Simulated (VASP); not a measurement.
# Mo (Immm) in VASP: a series of runs

Mo is run at these levels: PBE; tasks: single point.

Program: VASP 6.6.1. These are calculated values, not measurements. Logs are shortened: lines on timing, memory, paths and dates and some standing lists are left out, and cuts for length are marked.

## 1. The cell of the first run

It takes space group Immm (No. 71, orthorhombic). The conventional cell has a = 2.887 Å, b = 3.203 Å, c = 3.392 Å, α = 90.00°, β = 90.00°, γ = 90.00°. Mo (site symmetry mmm) has 14 Mo at 2.74 to 3.39 Å within 3.6 Å.

## 2. Single point, PBE

Contents of INCAR:

```
SYSTEM = Mo
PREC = Accurate ; ENCUT = 520
EDIFF = 1E-7 ; ISMEAR = 0
SIGMA = 0.15 ; LREAL = .FALSE.
LASPH = .TRUE. ; NELM = 80
ALGO = Fast ; ISIF = 2
LWAVE = .FALSE. ; LCHARG = .TRUE.
GGA = PE ; LELF = .TRUE.
LVHAR = .TRUE. ; NBANDS = 13
```

Contents of KPOINTS:

```
regular mesh
0
G
  20 20 20
  0 0 0
```

Contents of POSCAR:

```
Mo
1.0
   -1.4433066664      1.6013300601      1.6960650846
    1.4433066664     -1.6013300601      1.6960650846
    1.4433066664      1.6013300601     -1.6960650846
Mo
1
Direct
    0.0000000000      0.0000000000      0.0000000000
```

Potentials or basis: VASP PAW PBE potentials, release 64 (Mo_sv).

Run with:

```
> cat potpaw_PBE.64/Mo_sv/POTCAR > POTCAR
> mpirun -np 1 vasp_std > vasp.out
```

OUTCAR:

```text
SYSTEM = Mo
   PREC = Accurate
   ENCUT = 520
   EDIFF = 1E-7
   ISMEAR = 0
   LREAL = .FALSE.
   LASPH = .TRUE.
   NELM = 80
   ISIF = 2
   GGA = PE

 ion  position               nearest neighbor table
   1  0.000  0.000  0.000-

  LATTYP: Found a body centered orthorhombic cell.
 ALAT       =     2.8866133328
 B/A-ratio  =     1.1094870532
 C/A-ratio  =     1.1751245415

  Lattice vectors:

 A1 = (  -1.4433066664,   1.6013300601,   1.6960650846)
 A2 = (   1.4433066664,  -1.6013300601,   1.6960650846)
 A3 = (   1.4433066664,   1.6013300601,  -1.6960650846)

Analysis of symmetry for initial positions (statically):
=====================================================================
 Subroutine PRICEL returns:
 Original cell was already a primitive cell.

 Routine SETGRP: Setting up the symmetry group for a
 body centered orthorhombic supercell.

 Subroutine GETGRP returns: Found  8 space group operations
 (whereof  8 operations were pure point group operations)
 out of a pool of  8 trial point group operations.

The static configuration has the point symmetry D_2h.

Analysis of symmetry for dynamics (positions and initial velocities):
=====================================================================
 Subroutine PRICEL returns:
 Original cell was already a primitive cell.

 Routine SETGRP: Setting up the symmetry group for a
 body centered orthorhombic supercell.

 Subroutine GETGRP returns: Found  8 space group operations
 (whereof  8 operations were pure point group operations)
 out of a pool of  8 trial point group operations.

The dynamic configuration has the point symmetry D_2h.

 Subroutine INISYM returns: Found  8 space group operations
 (whereof  8 operations are pure point group operations),
 and found     1 'primitive' translations

----------------------------------------------------------------------------------------

                                     Primitive cell

  volume of cell :      15.6799

  direct lattice vectors                    reciprocal lattice vectors
    -1.443306666  1.601330060  1.696065085     0.000000000  0.312240438  0.294800008
     1.443306666 -1.601330060  1.696065085     0.346426724  0.000000000  0.294800008
     1.443306666  1.601330060 -1.696065085     0.346426724  0.312240438  0.000000000

  length of vectors
     2.742996330  2.742996330  2.742996330     0.429419534  0.454882973  0.466374920

  position of ions in fractional coordinates (direct lattice)
     0.000000000  0.000000000  0.000000000

  ion indices of the primitive-cell ions
   primitive index   ion index
                 1           1

----------------------------------------------------------------------------------------

 KPOINTS: regular mesh

Automatic generation of k-mesh.
 Grid dimensions read from file:
 generate k-points for:   20   20   20

 Generating k-lattice:

  Cartesian coordinates                     Fractional coordinates (reciprocal lattice)
     0.000000000  0.015612022  0.014740000     0.050000000  0.000000000 -0.000000000
     0.017321336  0.000000000  0.014740000     0.000000000  0.050000000  0.000000000
     0.017321336  0.015612022  0.000000000    -0.000000000  0.000000000  0.050000000

  Length of vectors
     0.021470977  0.022744149  0.023318746

  Shift w.r.t. Gamma in fractional coordinates (k-lattice)
     0.000000000  0.000000000  0.000000000

 Subroutine IBZKPT returns following result:
 ===========================================

 Found   1166 irreducible k-points:

 Following reciprocal coordinates:
            Coordinates               Weight
  0.000000  0.000000  0.000000      1.000000
  0.050000  0.000000  0.000000      4.000000
  0.100000  0.000000 -0.000000      4.000000
  0.150000  0.000000  0.000000      4.000000
  0.200000  0.000000 -0.000000      4.000000
  0.250000  0.000000 -0.000000      4.000000
[... 16 lines left out ...]
 -0.450000  0.050000  0.000000      8.000000
 -0.400000  0.050000  0.000000      8.000000
 [... further k-points ...]
   k-points           NKPTS =   1166   k-points in BZ     NKDIM =   1166   number of bands    NBANDS=     13
   number of dos      NEDOS =    301   number of ions     NIONS =      1
   total plane-waves  NPLWV =   8000
   dimension x,y,z NGX =    20 NGY =   20 NGZ =   20
   dimension x,y,z NGXF=    40 NGYF=   40 NGZF=   40
   ions per type =               1
   NGX,Y,Z   is equivalent  to a cutoff of  12.12, 12.12, 12.12 a.u.
   NGXF,Y,Z  is equivalent  to a cutoff of  24.24, 24.24, 24.24 a.u.
 SYSTEM =  Mo
   PREC   = accura    normal or accurate (medium, high low for compatibility)
   ISTART =      0    job   : 0-new  1-cont  2-samecut
   ICHARG =      2    charge: 1-file 2-atom 10-const
   ISPIN  =      1    spin polarized calculation?
   LNONCOLLINEAR =      F non collinear calculations
   LSORBIT =      F    spin-orbit coupling
   LASPH  =      T    aspherical Exc in radial PAW
   ENCUT  =  520.0 eV  38.22 Ry    6.18 a.u.   5.10  5.10  5.10*2*pi/ulx,y,z
   NELM   =     80;   NELMIN=  2; NELMDL= -5     # of ELM steps
   EDIFF  = 0.1E-06   stopping-criterion for ELM
   LREAL  =      F    real-space projection
   EDIFFG = 0.1E-05   stopping-criterion for IOM
   NSW    =      0    number of steps for IOM
   IBRION =     -1    ionic relax: 0-MD 1-quasi-New 2-CG
   NFREE  =      0    steps in history (QN), initial steepest desc. (CG)
   ISIF   =      2    stress and relaxation
   ISYM   =      2    0-nonsym 1-usesym 2-fastsym
   POTIM  = 0.5000    time-step for ionic-motion
   TEBEG  =    0.0;   TEEND  =   0.0 temperature during run
   PSTRESS=    0.0 pullay stress
   NELECT =      14.0000    total number of electrons
   NUPDOWN=      -1.0000    fix difference up-down
   EMIN   =  10.00;   EMAX   =-10.00  energy-range for DOS
   EFERMI =   0.00;   METHOD = LEGACY
   ISMEAR =     0;   SIGMA  =   0.15  broadening in eV -4-tet -1-fermi 0-gaus
   EFERMI_NEDOS =   21; number of points for ismear=-14 and -15
   IALGO  =     68    algorithm
   IMIX   =      4    mixing-type and parameters
     AMIX     =   0.40;   BMIX     =  1.00
     AMIX_MAG =   1.60;   BMIX_MAG =  1.00
  volume/ion in A,a.u.               =      15.68       105.81
  Fermi-wavevector in a.u.,A,eV,Ry     =   1.576414  2.978990 33.811565  2.485080
  Thomas-Fermi vector in A             =   2.677250
   LORBIT       =      0    0 simple, 1 ext, 2 COOP (PROOUT), +10 PAW based schemes
   GGA     = PE    functional components
   LHFCALC =     F    Hartree Fock is set to
   AEXX    =    0.0000 exact exchange contribution
   IVDW    =     0    specifies the selected vdW correction
   LEPSILON=     F    determine dielectric tensor
   LRPA    =     F    only Hartree local field effects (RPA)
 non-spin polarized calculation
 RMM-DIIS sequential band-by-band and
 Gauss-broadening in eV      SIGMA  =   0.15
  energy-cutoff  :      520.00
  volume of cell :       15.68
 maximum number of plane-waves:       436
   NGX = 11   NGY = 11   NGZ = 11

 number of electron      13.9999999 magnetization

 Free energy of the ion-electron system (eV)
  ---------------------------------------------------
  ext. energy  EPLUGINS =         0.00000000
  ---------------------------------------------------
  free energy    TOTEN  =       -10.75453545 eV

  energy without entropy =      -10.74440389  energy(sigma->0) =      -10.74946967

 E-fermi :  12.4801     XC(G=0): -13.3648

 val. band max:       12.4790116160   @ k =  -0.4000  -0.1500   0.1000
 cond. band min:      12.4852040728   @ k =  -0.3000   0.4000   0.3000
 fundamental gap:      0.0061924568
 Fermi energy:        12.4801341934

 k-point     1 :       0.0000    0.0000    0.0000
  band No.  band energies     occupation
      1     -48.6990      2.00000
      2     -22.0204      2.00000
      3     -21.9981      2.00000
      4     -21.8969      2.00000
      5       5.3279      2.00000
      6      10.2963      2.00000
      7      11.6708      2.00000
      8      12.1912      1.99355
      9      12.9465      0.00001
     10      15.0428      0.00000
     11      26.2533      0.00000
     12      27.2101      0.00000
     13      29.4309      0.00000

 k-point     2 :       0.0500    0.0000    0.0000
  band No.  band energies     occupation
      1     -48.6934      2.00000
      2     -22.0487      2.00000
      3     -22.0047      2.00000
      4     -21.9053      2.00000
      5       5.4293      2.00000
      6      10.3115      2.00000
      7      11.6930      2.00000
      8      12.2161      1.98721
      9      12.8740      0.00020
     10      15.0092      0.00000
     11      26.4088      0.00000
     12      27.3193      0.00000
     13      29.5888      0.00000

 k-point     3 :       0.1000    0.0000   -0.0000
  band No.  band energies     occupation
      1     -48.6770      2.00000
      2     -22.1508      2.00000
      3     -22.0031      2.00000
      4     -21.9295      2.00000
      5       5.7211      2.00000
      6      10.3506      2.00000
      7      11.6758      2.00000
      8      12.3780      1.66432
      9      12.6944      0.04338
     10      14.9175      0.00000
     11      26.7933      0.00000
     12      27.6020      0.00000
     13      30.0540      0.00000
[... 305 lines left out ...]
 k-point    23 :      -0.4500    0.0500    0.0000
  band No.  band energies     occupation
      1     -48.4734      2.00000
      2     -23.3140      2.00000
      3     -22.2286      2.00000
      4     -21.9737      2.00000
      5       7.5135      2.00000
      6      10.4756      2.00000
      7      12.3308      1.84084
      8      13.1233      0.00000
      9      14.5341      0.00000
     10      16.8180      0.00000
     11      23.8376      0.00000
     12      25.4185      0.00000
     13      32.1527      0.00000

 k-point    24 :      -0.4000    0.0500    0.0000
  band No.  band energies     occupation
      1     -48.4950      2.00000
      2     -23.1970      2.00000
      3     -22.1973      2.00000
      4     -21.9794      2.00000
      5       7.5690      2.00000
      6      10.5886      2.00000
      7      11.8175      2.00000
      8      12.8825      0.00015
      9      14.5148      0.00000
     10      16.1557      0.00000
     11      24.6987      0.00000
     12      25.8152      0.00000
     13      33.1920      0.00000

 [... further k-points ...]

------------------------ aborting loop because EDIFF is reached ----------------------------------------

  FORCE on cell =-STRESS in cart. coord.  units (eV):
  Direction    XX          YY          ZZ          XY          YZ          ZX
  --------------------------------------------------------------------------------------
  -------------------------------------------------------------------------------------
  Total        2.5781299     -0.0603728     -1.1403601      0.0000000      0.0000000      0.0000000
  in kB      263.4349576     -6.1689273   -116.5227158      0.0000000      0.0000000      0.0000000
  external PRESSURE =      46.9144381 kB  Pullay stress =       0.0000000 kB

 VOLUME and BASIS-vectors are now :
 -----------------------------------------------------------------------------
  energy-cutoff  :      520.00
  volume of cell :       15.68
      direct lattice vectors                 reciprocal lattice vectors
    -1.443306666  1.601330060  1.696065085     0.000000000  0.312240438  0.294800008
     1.443306666 -1.601330060  1.696065085     0.346426724  0.000000000  0.294800008
     1.443306666  1.601330060 -1.696065085     0.346426724  0.312240438  0.000000000

 POSITION                                       TOTAL-FORCE (eV/Angst)
 -----------------------------------------------------------------------------------
      0.00000      0.00000      0.00000         0.000000      0.000000     -0.000000
 -----------------------------------------------------------------------------------
    total drift:                                0.000000     -0.000000     -0.000000

  FREE ENERGIE OF THE ION-ELECTRON SYSTEM (eV)
  ---------------------------------------------------
  free  energy   TOTEN  =       -10.7545354483 eV

  energy  without entropy=      -10.7444038867  energy(sigma->0) =      -10.74946967
```

It took 78 s on 1 thread of Intel Xeon 6975P-C (Granite Rapids), shared host; peak memory 0.31 GiB.

Results:

* Free energy: -10.7545 eV
* Pressure: 4.7 GPa
* Band gap on the k mesh: zero (band 7 reaches 16.34 eV, above the bottom of band 8 at 11.28 eV)

Stress tensor (GPa, compression positive):
```
 26.34   0.00   0.00
  0.00  -0.62   0.00
  0.00   0.00 -11.65
```

Levels at points of the mesh, in eV from the Fermi level:
| k point | band 4 | band 5 | band 6 | band 7 | band 8 | band 9 | band 10 | band 11 |
| --- | --- | --- | --- | --- | --- | --- | --- | --- |
| (0.00, 0.00, 0.00) | -34.38 | -7.15 | -2.18 | -0.81 | -0.29 | 0.47 | 2.56 | 13.77 |
| (0.50, 0.00, 0.00) | -34.44 | -5.11 | -2.05 | 0.27 | 1.01 | 1.92 | 4.58 | 10.88 |
| (0.00, 0.50, 0.00) | -34.54 | -5.24 | -3.44 | 1.08 | 1.94 | 3.50 | 4.56 | 11.90 |
| (0.50, 0.50, 0.00) | -34.59 | -5.32 | -4.05 | 2.09 | 2.36 | 3.60 | 4.80 | 11.91 |
| (0.50, 0.50, 0.50) | -35.08 | -5.50 | -5.15 | 3.86 | 4.06 | 4.37 | 7.28 | 8.70 |

Caveat: the cell differs from its parent crystal (strain +e along x and -e along y -0.0500, strain +e along z and -e/2 along x and y +0.0733).

## 3. Single point, PBE

Contents of INCAR:

```
SYSTEM = Mo
PREC = Accurate ; ENCUT = 520
EDIFF = 1E-6 ; ISMEAR = 0
SIGMA = 0.15 ; LREAL = .False.
LASPH = .True. ; NELM = 100
ALGO = Fast ; ISIF = 2
LWAVE = .False. ; LCHARG = .False.
GGA = PE ; NBANDS = 13
```

Contents of KPOINTS:

```
regular mesh
0
Gamma
  20 20 20
  0 0 0
```

Contents of POSCAR:

```
Mo
1.0
   -1.5012222402      1.6592456339      1.5802339370
    1.5012222402     -1.6592456339      1.5802339370
    1.5012222402      1.6592456339     -1.5802339370
Mo
1
Direct
    0.0000000000      0.0000000000      0.0000000000
```

Potentials or basis: VASP PAW PBE potentials, release 64 (Mo_sv).

Run with:

```
> cat potpaw_PBE.64/Mo_sv/POTCAR > POTCAR
> mpirun -np 1 vasp_std > vasp.out
```

Run time: 68 s. Hardware: 1 thread of Intel Xeon 6975P-C (Granite Rapids), shared host; peak memory 0.31 GiB.

It converged, with:

```yaml
Free_energy: -10.8664 eV
Pressure: 2.2 GPa
Band_gap_on_the_k_mesh: zero (band 7 reaches 16.27 eV, above the bottom of band 8 at 11.35 eV)
```

Stress tensor (GPa, compression positive):
```
 17.27   0.00   0.00
  0.00 -11.43   0.00
  0.00   0.00   0.89
```

Levels at points of the mesh, in eV from the Fermi level:
```tsv
k point	band 3	band 4	band 5	band 6	band 7	band 8	band 9	band 10	band 11	band 12
(0.00, 0.00, 0.00)	-34.56	-34.52	-7.20	-1.86	-1.22	-0.73	0.95	2.20	14.00	14.86
(0.50, 0.00, 0.00)	-34.89	-34.53	-5.20	-2.68	0.80	1.22	2.09	4.56	11.08	12.21
(0.00, 0.50, 0.00)	-35.04	-34.62	-5.34	-3.89	2.03	2.12	2.93	4.77	11.83	12.05
(0.50, 0.50, 0.00)	-34.98	-34.58	-5.27	-3.34	1.22	1.66	2.84	4.60	11.58	11.96
(0.50, 0.50, 0.50)	-35.49	-35.32	-5.47	-5.26	3.80	3.97	4.14	7.75	8.99	10.37
```

Caveat: the cell differs from its parent crystal (strain +e along x and -e along y -0.0500, strain +e along z and -e/2 along x and y +0.0000).

## 4. Single point, PBE

Contents of INCAR:

```
PREC = Accurate
ENCUT = 520
EDIFF = 1E-6
ISMEAR = 0
SIGMA = 0.15
LREAL = F
LASPH = T
NELM = 100
ALGO = Fast
ISIF = 2
LWAVE = F
LCHARG = T
GGA = PE
LELF = T
LVHAR = T
NBANDS = 13
```

Contents of KPOINTS:

```
Automatic mesh
0
Gamma
  20 20 20
```

Contents of POSCAR:

```
Mo
1.0
   -1.3932132506      1.7092600380      1.6382285225
    1.3932132506     -1.7092600380      1.6382285225
    1.3932132506      1.7092600380     -1.6382285225
Mo
1
Direct
    0.0000000000      0.0000000000      0.0000000000
```

Run with:

```
> cat potpaw_PBE.64/Mo_sv/POTCAR > POTCAR
> mpirun -np 1 vasp_std > vasp.out
```

It took 3.2 min on 1 thread of Intel Xeon Platinum 8259CL at 2.50GHz (Skylake/Cascade Lake), shared host; peak memory 0.31 GiB.

Results (log left out):

```
Free energy            : -10.6482 eV
Pressure               : 7.5 GPa
Band gap on the k mesh : zero (band 7 reaches 16.51 eV, above the bottom of band 8 at 11.23 eV)
```

Stress tensor (GPa, compression positive):
```
29.21  0.00  0.00
 0.00 -5.53  0.00
 0.00  0.00 -1.26
```

Levels at points of the mesh, in eV from the Fermi level:
```
           k point  band 4  band 5  band 6  band 7  band 8  band 9  band 10  band 11
(0.00, 0.00, 0.00)  -34.20   -7.09   -2.47   -0.27    0.03    0.07     2.88    13.80
(0.50, 0.00, 0.00)  -34.34   -5.01   -1.42   -0.13    0.84    1.70     4.67    10.73
(0.00, 0.50, 0.00)  -34.54   -5.28   -4.05    1.90    2.61    4.17     4.75    12.07
(0.50, 0.50, 0.00)  -34.50   -5.21   -3.62    1.19    2.32    4.10     4.55    12.09
(0.50, 0.50, 0.50)  -34.82   -5.51   -5.05    4.02    4.16    4.58     7.16     8.19
```

Caveat: the cell differs from its parent crystal (strain +e along x and -e along y -0.1000, strain +e along z and -e/2 along x and y +0.0367).

## 5. Summary

| cell | further INCAR settings | gap on the mesh (eV) | pressure (GPa) |
| --- | --- | --- | --- |
| a = 2.743 Å, angles 116.5, 108.6, 103.6°, 1 atom | ALGO = Fast; EDIFF = 1e-07; NBANDS = 13 | none | 4.7 |
| a = 2.739 Å, angles 113.5, 105.4, 109.5°, 1 atom | ALGO = Fast; EDIFF = 1e-06; NBANDS = 13 | none | 2.2 |
| a = 2.747 Å, angles 119.0, 103.0, 106.8°, 1 atom | ALGO = Fast; EDIFF = 1e-06; NBANDS = 13 | none | 7.5 |

Alike in all rows: task single point; level PBE; potentials or basis VASP PAW PBE potentials, release 64 (Mo_sv); no spin polarisation; k mesh 20 × 20 × 20; cutoff (eV) 520; smearing gaussian 0.15 eV.

Total energies depend on the potentials used, so only differences within one code and one set of settings carry meaning.
